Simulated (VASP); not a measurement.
# Ge (P6_3/mmc) in VASP: notebook

Runs on Ge. Level: PBE. Tasks: single point.

All numbers are computed with VASP 6.6.1; they aren't measurements. Logs are shortened: lines on timing, memory, paths and dates and some standing lists are left out, and cuts for length are marked.

## Step 1: The cell of the first run

It takes space group P6_3/mmc (No. 194, hexagonal). The conventional cell has a = 3.878 Å, b = 3.878 Å, c = 6.599 Å, α = 90.00°, β = 90.00°, γ = 120.00°. Within 3.2 Å of Ge (site symmetry 3m) lie 4 Ge at 2.39 to 2.47 Å.

This isn't the form of Ge at room conditions, which is diamond.

## Step 2: Single point, PBE (equal xx and yy strain of -3 %)

INCAR

```
  ALGO = Normal
  EDIFF = 1E-6
  ENCUT = 520
  GGA = PE
  ISIF = 2
  ISMEAR = -1
  LASPH = T
  LCHARG = T
  LELF = T
  LREAL = F
  LVHAR = T
  LWAVE = F
  NBANDS = 36
  NELM = 100
  PREC = Accurate
  SIGMA = 0.05
```

KPOINTS

```
k-points
0
Gamma
  11 11 6
```

POSCAR

```
Ge
1.0
    3.8776582678      0.0000000000      0.0000000000
   -1.9388291339      3.3581505672      0.0000000000
    0.0000000000      0.0000000000      6.5993779500
Ge
4
Direct
    0.6666666667      0.3333333333      0.0629012500
    0.3333333333      0.6666666667      0.5629012500
    0.6666666667      0.3333333333      0.4370987500
    0.3333333333      0.6666666667      0.9370987500
```

Potentials or basis: VASP PAW PBE potentials, release 64 (Ge_d).

Launch:

```console
> cat potpaw_PBE.64/Ge_d/POTCAR > POTCAR
> mpirun -np 1 vasp_std > vasp.out
```

OUTCAR:

```text
EDIFF = 1E-6
   ENCUT = 520
   GGA = PE
   ISIF = 2
   ISMEAR = -1
   LASPH = T
   LREAL = F
   NELM = 100
   PREC = Accurate

 ion  position               nearest neighbor table
   1  0.667  0.333  0.063-   4 2.39   4 2.39   4 2.39   3 2.47
   2  0.333  0.667  0.563-   3 2.39   3 2.39   3 2.39   4 2.47
   3  0.667  0.333  0.437-   2 2.39   2 2.39   2 2.39   1 2.47
   4  0.333  0.667  0.937-   1 2.39   1 2.39   1 2.39   2 2.47

  LATTYP: Found a hexagonal cell.
 ALAT       =     3.8776582678
 C/A-ratio  =     1.7018977677

  Lattice vectors:

 A1 = (   3.8776582678,   0.0000000000,   0.0000000000)
 A2 = (  -1.9388291339,   3.3581505672,   0.0000000000)
 A3 = (   0.0000000000,   0.0000000000,   6.5993779500)

Analysis of symmetry for initial positions (statically):
=====================================================================
 Subroutine PRICEL returns:
 Original cell was already a primitive cell.

 Routine SETGRP: Setting up the symmetry group for a
 hexagonal supercell.

 Subroutine GETGRP returns: Found 24 space group operations
 (whereof 12 operations were pure point group operations)
 out of a pool of 24 trial point group operations.

The static configuration has the point symmetry D_3d.
 The point group associated with its full space group is D_6h.

Analysis of symmetry for dynamics (positions and initial velocities):
=====================================================================
 Subroutine PRICEL returns:
 Original cell was already a primitive cell.

 Routine SETGRP: Setting up the symmetry group for a
 hexagonal supercell.

 Subroutine GETGRP returns: Found 24 space group operations
 (whereof 12 operations were pure point group operations)
 out of a pool of 24 trial point group operations.

The dynamic configuration has the point symmetry D_3d.
 The point group associated with its full space group is D_6h.

 Subroutine INISYM returns: Found 24 space group operations
 (whereof 12 operations are pure point group operations),
 and found     1 'primitive' translations

----------------------------------------------------------------------------------------

                                     Primitive cell

  volume of cell :      85.9355

  direct lattice vectors                    reciprocal lattice vectors
     3.877658268  0.000000000  0.000000000     0.257887604  0.148891478  0.000000000
    -1.938829134  3.358150567  0.000000000     0.000000000  0.297782955  0.000000000
     0.000000000  0.000000000  6.599377950     0.000000000  0.000000000  0.151529433

  length of vectors
     3.877658268  3.877658268  6.599377950     0.297782955  0.297782955  0.151529433

  position of ions in fractional coordinates (direct lattice)
     0.666666667  0.333333333  0.062901250
     0.333333333  0.666666667  0.562901250
     0.666666667  0.333333333  0.437098750
     0.333333333  0.666666667  0.937098750

  ion indices of the primitive-cell ions
   primitive index   ion index
                 1           1
                 2           2
                 3           3
                 4           4

----------------------------------------------------------------------------------------

 KPOINTS: k-points

Automatic generation of k-mesh.
 Grid dimensions read from file:
 generate k-points for:   11   11    6

 Generating k-lattice:

  Cartesian coordinates                     Fractional coordinates (reciprocal lattice)
     0.023444328  0.013535589  0.000000000     0.090909091  0.000000000  0.000000000
     0.000000000  0.027071178  0.000000000     0.000000000  0.090909091  0.000000000
     0.000000000  0.000000000  0.025254906     0.000000000  0.000000000  0.166666667

  Length of vectors
     0.027071178  0.027071178  0.025254906

  Shift w.r.t. Gamma in fractional coordinates (k-lattice)
     0.000000000  0.000000000  0.000000000

 Subroutine IBZKPT returns following result:
 ===========================================

 Found     64 irreducible k-points:

 Following reciprocal coordinates:
            Coordinates               Weight
  0.000000  0.000000  0.000000      1.000000
  0.090909  0.000000  0.000000      6.000000
  0.181818  0.000000  0.000000      6.000000
  0.272727  0.000000  0.000000      6.000000
  0.363636  0.000000  0.000000      6.000000
  0.454545  0.000000  0.000000      6.000000
[... 16 lines left out ...]
  0.090909  0.090909  0.166667     12.000000
  0.181818  0.090909  0.166667     24.000000
 [... further k-points ...]
   k-points           NKPTS =     64   k-points in BZ     NKDIM =     64   number of bands    NBANDS=     36
   number of dos      NEDOS =    301   number of ions     NIONS =      4
   total plane-waves  NPLWV =  45000
   dimension x,y,z NGX =    30 NGY =   30 NGZ =   50
   dimension x,y,z NGXF=    60 NGYF=   60 NGZF=  100
   ions per type =               4
   NGX,Y,Z   is equivalent  to a cutoff of  12.86, 12.86, 12.60 a.u.
   NGXF,Y,Z  is equivalent  to a cutoff of  25.72, 25.72, 25.19 a.u.
[... 41 lines left out ...]
 non-spin polarized calculation
  energy-cutoff  :      520.00
  volume of cell :       85.94
 maximum number of plane-waves:      2331
 NGX is ok and might be reduce to    30
   NGX = 15   NGY = 15   NGZ = 25

 number of electron      55.9999948 magnetization

 Free energy of the ion-electron system (eV)
  ---------------------------------------------------
  ext. energy  EPLUGINS =         0.00000000
  ---------------------------------------------------
  free energy    TOTEN  =       -17.75327077 eV

  energy without entropy =      -17.75238812  energy(sigma->0) =      -17.75282945

 E-fermi :   5.7269     XC(G=0): -10.1746

 val. band max:        5.7123392551   @ k =   0.0000   0.0000   0.0000
 cond. band min:       5.8623062339   @ k =   0.4545   0.0000   0.3333
 fundamental gap:      0.1499669788
 Fermi energy:         5.7269119842

 k-point     1 :       0.0000    0.0000    0.0000
  band No.  band energies     occupation
      1     -19.4376      2.00000
      2     -19.4376      2.00000
      3     -19.3989      2.00000
      4     -19.3989      2.00000
      5     -19.3613      2.00000
      6     -19.3561      2.00000
[... 28 lines left out ...]
     35      10.2502      0.00000
     36      11.9171      0.00000

 k-point     2 :       0.0909    0.0000    0.0000
  band No.  band energies     occupation
      1     -19.4418      2.00000
      2     -19.4395      2.00000
      3     -19.4020      2.00000
      4     -19.3987      2.00000
      5     -19.3734      2.00000
      6     -19.3505      2.00000
[... 28 lines left out ...]
     35      10.6540      0.00000
     36      12.1942      0.00000

 k-point     3 :       0.1818    0.0000    0.0000
  band No.  band energies     occupation
      1     -19.4484      2.00000
      2     -19.4431      2.00000
      3     -19.4084      2.00000
      4     -19.3963      2.00000
      5     -19.3868      2.00000
      6     -19.3418      2.00000
[... 28 lines left out ...]
     35      11.2874      0.00000
     36      11.6742      0.00000

 k-point     4 :       0.2727    0.0000    0.0000
  band No.  band energies     occupation
      1     -19.4508      2.00000
      2     -19.4458      2.00000
      3     -19.4142      2.00000
      4     -19.3994      2.00000
      5     -19.3893      2.00000
      6     -19.3371      2.00000
[... 28 lines left out ...]
     35      12.5685      0.00000
     36      12.7373      0.00000

 k-point     5 :       0.3636    0.0000    0.0000
  band No.  band energies     occupation
      1     -19.4472      2.00000
      2     -19.4467      2.00000
      3     -19.4179      2.00000
      4     -19.4114      2.00000
      5     -19.3771      2.00000
      6     -19.3365      2.00000
[... 655 lines left out ...]
 k-point    22 :       0.4545    0.0000    0.1667
  band No.  band energies     occupation
      1     -19.4452      2.00000
      2     -19.4360      2.00000
      3     -19.4217      2.00000
      4     -19.4181      2.00000
      5     -19.3671      2.00000
      6     -19.3374      2.00000
[... 28 lines left out ...]
     35      13.9939      0.00000
     36      14.6147      0.00000

 k-point    23 :       0.0909    0.0909    0.1667
  band No.  band energies     occupation
      1     -19.4434      2.00000
      2     -19.4413      2.00000
      3     -19.4109      2.00000
      4     -19.4005      2.00000
      5     -19.3787      2.00000
      6     -19.3502      2.00000
[... 28 lines left out ...]
     35      11.5021      0.00000
     36      12.0402      0.00000

 k-point    24 :       0.1818    0.0909    0.1667
  band No.  band energies     occupation
      1     -19.4473      2.00000
      2     -19.4448      2.00000
      3     -19.4182      2.00000
      4     -19.3963      2.00000
      5     -19.3868      2.00000
      6     -19.3424      2.00000
[... 28 lines left out ...]
     35      11.7340      0.00000
     36      12.5244      0.00000

 [... further k-points ...]

------------------------ aborting loop because EDIFF is reached ----------------------------------------

  FORCE on cell =-STRESS in cart. coord.  units (eV):
  Direction    XX          YY          ZZ          XY          YZ          ZX
  --------------------------------------------------------------------------------------
  -------------------------------------------------------------------------------------
  Total        5.4675955      5.4675955      2.0445061      0.0000000      0.0000000      0.0000000
  in kB      101.9375670    101.9375670     38.1176646      0.0000000      0.0000000      0.0000000
  external PRESSURE =      80.6642662 kB  Pullay stress =       0.0000000 kB

 VOLUME and BASIS-vectors are now :
 -----------------------------------------------------------------------------
  energy-cutoff  :      520.00
  volume of cell :       85.94
      direct lattice vectors                 reciprocal lattice vectors
     3.877658268  0.000000000  0.000000000     0.257887604  0.148891478  0.000000000
    -1.938829134  3.358150567  0.000000000     0.000000000  0.297782955  0.000000000
     0.000000000  0.000000000  6.599377950     0.000000000  0.000000000  0.151529433

 POSITION                                       TOTAL-FORCE (eV/Angst)
 -----------------------------------------------------------------------------------
      1.93883      1.11938      0.41511         0.000000     -0.000000      0.380205
     -0.00000      2.23877      3.71480        -0.000000      0.000000      0.380205
      1.93883      1.11938      2.88458         0.000000     -0.000000     -0.380205
     -0.00000      2.23877      6.18427        -0.000000      0.000000     -0.380205
 -----------------------------------------------------------------------------------
    total drift:                               -0.000000      0.000000      0.000000

  FREE ENERGIE OF THE ION-ELECTRON SYSTEM (eV)
  ---------------------------------------------------
  free  energy   TOTEN  =       -17.7532707703 eV

  energy  without entropy=      -17.7523881202  energy(sigma->0) =      -17.75282945
```

It took 2.1 min on 1 thread of Intel Xeon Platinum 8488C (Sapphire Rapids), shared host; peak memory 0.28 GiB.

What came out:

```yaml
Free_energy: -17.7533 eV
Pressure: 8.1 GPa
Largest_force: 0.380 eV/Å
Band_gap_on_the_k_mesh: 0.15 eV (least direct gap 0.25 eV)
```

Forces on the atoms (eV/Å):
```
Ge   0.000  0.000  0.380
Ge   0.000  0.000  0.380
Ge   0.000  0.000 -0.380
Ge   0.000  0.000 -0.380
```

Caveat: the cell differs from its parent crystal (equal xx and yy strain of -3 %); the cell stands under pressure; an odd mesh through Γ misses points on the zone boundary, where band edges can lie.

## Step 3: Single point, PBE (equal xx and yy strain of -1 %)

INCAR

```
PREC = Accurate
ENCUT = 520
EDIFF = 1E-6
ISMEAR = -1
SIGMA = 0.05
LREAL = F
LASPH = T
NELM = 80
ALGO = Normal
ISIF = 2
LWAVE = F
LCHARG = F
GGA = PE
NBANDS = 36
```

KPOINTS

```
Automatic mesh
0
Gamma
  11 11 6
```

POSCAR: that of step 2 with these lines changed.

```diff
@@ -2,4 +2,4 @@
 1.0
-    3.8776582678      0.0000000000      0.0000000000
-   -1.9388291339      3.3581505672      0.0000000000
+    3.9576099847      0.0000000000      0.0000000000
+   -1.9788049924      3.4273907850      0.0000000000
     0.0000000000      0.0000000000      6.5993779500
```

Potentials or basis: VASP PAW PBE potentials, release 64 (Ge_d).

Launch:

```console
> cat potpaw_PBE.64/Ge_d/POTCAR > POTCAR
> mpirun -np 1 vasp_std > vasp.out
```

Run time: 2.1 min. Hardware: 1 thread of Intel Xeon Platinum 8488C (Sapphire Rapids), shared host; peak memory 0.29 GiB.

The run converged. Its results:

```yaml
Free_energy: -17.9217 eV
Pressure: 4.4 GPa
Largest_force: 0.118 eV/Å
Band_gap_on_the_k_mesh: zero (filled and empty bands touch)
```

Forces in eV/Å, atoms in the order of the input:
```
Ge   0.000  0.000  0.118
Ge   0.000  0.000  0.118
Ge   0.000  0.000 -0.118
Ge   0.000  0.000 -0.118
```

Stress tensor (GPa, compression positive):
```
5.07 0.00 0.00
0.00 5.07 0.00
0.00 0.00 3.11
```

Levels at points of the mesh, in eV from the Fermi level:
| k point | band 26 | band 27 | band 28 | band 29 | band 30 | band 31 |
| --- | --- | --- | --- | --- | --- | --- |
| (0.00, 0.00, 0.00) | -0.27 | -0.02 | 0.02 | 0.02 | 0.05 | 2.23 |
| (0.00, 0.00, 0.50) | -0.94 | -0.94 | -0.94 | 0.73 | 0.73 | 3.32 |

Caveat: the cell differs from its parent crystal (equal xx and yy strain of -1 %); the cell stands under pressure; semilocal functionals underestimate gaps, so a narrow gap can read as zero.

## Step 4: Single point, PBE (equal xx and yy strain of +2 %)

INCAR

```
PREC = Accurate ; ENCUT = 520
EDIFF = 1E-7 ; ISMEAR = -1
SIGMA = 0.05 ; LREAL = False
LASPH = True ; NELM = 80
ALGO = Normal ; ISIF = 2
LWAVE = False ; LCHARG = True
GGA = PE ; LELF = True
LVHAR = True ; NBANDS = 36
```

KPOINTS is that of step 3.

POSCAR: that of step 3 with these lines changed.

```diff
@@ -2,4 +2,4 @@
 1.0
-    3.9576099847      0.0000000000      0.0000000000
-   -1.9788049924      3.4273907850      0.0000000000
+    4.0775375600      0.0000000000      0.0000000000
+   -2.0387687800      3.5312511118      0.0000000000
     0.0000000000      0.0000000000      6.5993779500
```

Launch:

```console
> cat potpaw_PBE.64/Ge_d/POTCAR > POTCAR
> mpirun -np 1 vasp_std > vasp.out
```

It took 2 min on 1 thread of Intel Xeon Platinum 8488C (Sapphire Rapids), shared host; peak memory 0.29 GiB.

The run converged. Its results:

- Free energy: -17.9904 eV
- Pressure: 0.3 GPa
- Largest force: 0.183 eV/Å
- Band gap on the k mesh: zero (bands 28 and 29 overlap by 0.01 eV)

Forces on the atoms (eV/Å):
```
Ge   0.000  0.000 -0.183
Ge   0.000  0.000 -0.183
Ge   0.000  0.000  0.183
Ge   0.000  0.000  0.183
```

Stress tensor (GPa, compression positive):
```
-0.76  0.00  0.00
 0.00 -0.76  0.00
 0.00  0.00  2.37
```

Levels at points of the mesh, in eV from the Fermi level:
```tsv
k point	band 24	band 25	band 26	band 27	band 28	band 29	band 30	band 31	band 32	band 33
(0.00, 0.00, 0.00)	-1.50	-1.50	-0.33	-0.32	-0.13	0.13	0.13	2.17	2.17	2.93
(0.00, 0.00, 0.50)	-4.71	-0.87	-0.87	-0.87	-0.87	0.47	0.47	3.29	3.29	3.29
```

Caveat: the cell differs from its parent crystal (equal xx and yy strain of +2 %); semilocal functionals underestimate gaps, so a narrow gap can read as zero.

## Step 5: Single point, PBE (zz strain of -2 %)

INCAR

```
  PREC = Accurate
  ENCUT = 520
  EDIFF = 1E-6
  ISMEAR = -1
  SIGMA = 0.05
  LREAL = False
  LASPH = True
  NELM = 80
  ALGO = Normal
  ISIF = 2
  LWAVE = False
  LCHARG = False
  GGA = PE
  NBANDS = 36
```

KPOINTS is that of step 4.

POSCAR

```
Ge
1.0
    3.9975858431      0.0000000000      0.0000000000
   -1.9987929216      3.4620108940      0.0000000000
    0.0000000000      0.0000000000      6.4673903910
Ge
4
Direct
    0.6666666667      0.3333333333      0.0629012500
    0.3333333333      0.6666666667      0.5629012500
    0.6666666667      0.3333333333      0.4370987500
    0.3333333333      0.6666666667      0.9370987500
```

Launch:

```console
> cat potpaw_PBE.64/Ge_d/POTCAR > POTCAR
> mpirun -np 1 vasp_std > vasp.out
```

Run time: 3.4 min. Hardware: 1 thread of Intel Xeon 8259CL, shared host; peak memory 0.29 GiB.

Results (log left out):

```
Free energy            : -17.9109 eV
Pressure               : 4.4 GPa
Largest force          : 0.217 eV/Å
Band gap on the k mesh : zero (bands 28 and 29 overlap by 0.20 eV)
```

Forces in eV/Å, atoms in the order of the input:
```
Ge   0.000  0.000 -0.217
Ge   0.000  0.000 -0.217
Ge   0.000  0.000  0.217
Ge   0.000  0.000  0.217
```

Stress tensor (GPa, compression positive):
```
3.13 0.00 0.00
0.00 3.13 0.00
0.00 0.00 7.03
```

Levels at points of the mesh, in eV from the Fermi level:
```tsv
k point	band 24	band 25	band 26	band 27	band 28	band 29	band 30	band 31	band 32	band 33
(0.00, 0.00, 0.00)	-1.65	-1.65	-0.25	-0.18	0.10	0.10	0.20	2.12	2.12	2.94
(0.00, 0.00, 0.50)	-4.81	-0.98	-0.98	-0.98	-0.98	0.60	0.60	3.30	3.30	3.30
```

Caveat: the cell differs from its parent crystal (zz strain of -2 %); the cell stands under pressure; semilocal functionals underestimate gaps, so a narrow gap can read as zero.

## Step 6: Single point, PBE (zz strain of +1 %)

INCAR

```
ALGO = Normal
EDIFF = 1E-7
ENCUT = 520
GGA = PE
ISIF = 2
ISMEAR = -1
LASPH = T
LCHARG = F
LREAL = F
LWAVE = F
NBANDS = 36
NELM = 100
PREC = Accurate
SIGMA = 0.05
```

KPOINTS

```
k-points
0
Gamma
  11 11 6
```

POSCAR: that of step 5 with these lines changed.

```diff
@@ -4,3 +4,3 @@
    -1.9987929216      3.4620108940      0.0000000000
-    0.0000000000      0.0000000000      6.4673903910
+    0.0000000000      0.0000000000      6.6653717295
 Ge
```

Potentials or basis: VASP PAW PBE potentials, release 64 (Ge_d).

Launch:

```console
> cat potpaw_PBE.64/Ge_d/POTCAR > POTCAR
> mpirun -np 1 vasp_std > vasp.out
```

Run time: 5.4 min. Hardware: 1 thread of Intel Xeon 8259CL, shared host; peak memory 0.29 GiB.

The run converged. Its results:

```
Free energy            : -17.9778 eV
Pressure               : 2.2 GPa
Largest force          : 0.097 eV/Å
Band gap on the k mesh : 0.09 eV (least direct gap 0.12 eV)
```

Forces on the atoms (eV/Å):
```
Ge   0.000  0.000  0.097
Ge   0.000  0.000  0.097
Ge   0.000  0.000 -0.097
Ge   0.000  0.000 -0.097
```

Stress tensor (GPa, compression positive):
```
2.76 0.00 0.00
0.00 2.76 0.00
0.00 0.00 0.98
```

Levels at points of the mesh, in eV from the valence-band top:
| k point | band 25 | band 26 | band 27 | band 28 | band 29 | band 30 | band 31 | band 32 |
| --- | --- | --- | --- | --- | --- | --- | --- | --- |
| (0.00, 0.00, 0.00) | -1.40 | -0.16 | -0.12 | 0.00 | 0.12 | 0.12 | 2.33 | 2.33 |
| (0.00, 0.00, 0.50) | -0.80 | -0.80 | -0.80 | -0.80 | 0.73 | 0.73 | 3.40 | 3.40 |

Caveat: the cell differs from its parent crystal (zz strain of +1 %); an odd mesh through Γ misses points on the zone boundary, where band edges can lie.

## Step 7: The runs side by side

```csv
cell,gap on the mesh (eV),pressure (GPa),largest force (eV/Å)
"a = 3.878, b = 3.878, c = 6.599 Å, angles 90.0, 90.0, 120.0°, 4 atoms",0.15,8.1,0.38
"a = 3.958, b = 3.958, c = 6.599 Å, angles 90.0, 90.0, 120.0°, 4 atoms",none,4.4,0.12
"a = 4.078, b = 4.078, c = 6.599 Å, angles 90.0, 90.0, 120.0°, 4 atoms",none,0.3,0.18
"a = 3.998, b = 3.998, c = 6.467 Å, angles 90.0, 90.0, 120.0°, 4 atoms",none,4.4,0.22
"a = 3.998, b = 3.998, c = 6.665 Å, angles 90.0, 90.0, 120.0°, 4 atoms",0.09,2.2,0.10
```

Alike in all rows: task single point; level PBE; potentials or basis VASP PAW PBE potentials, release 64 (Ge_d); no spin polarisation; k mesh 11 × 11 × 6; cutoff (eV) 520; smearing fermi-dirac 0.05 eV.

Caveats: the cell stands under pressure (at least some runs); semilocal functionals underestimate gaps, so a narrow gap can read as zero (at least some runs); an odd mesh through Γ misses points on the zone boundary, where band edges can lie (at least some runs).

Absolute energies hang on the potentials; compare differences alone.
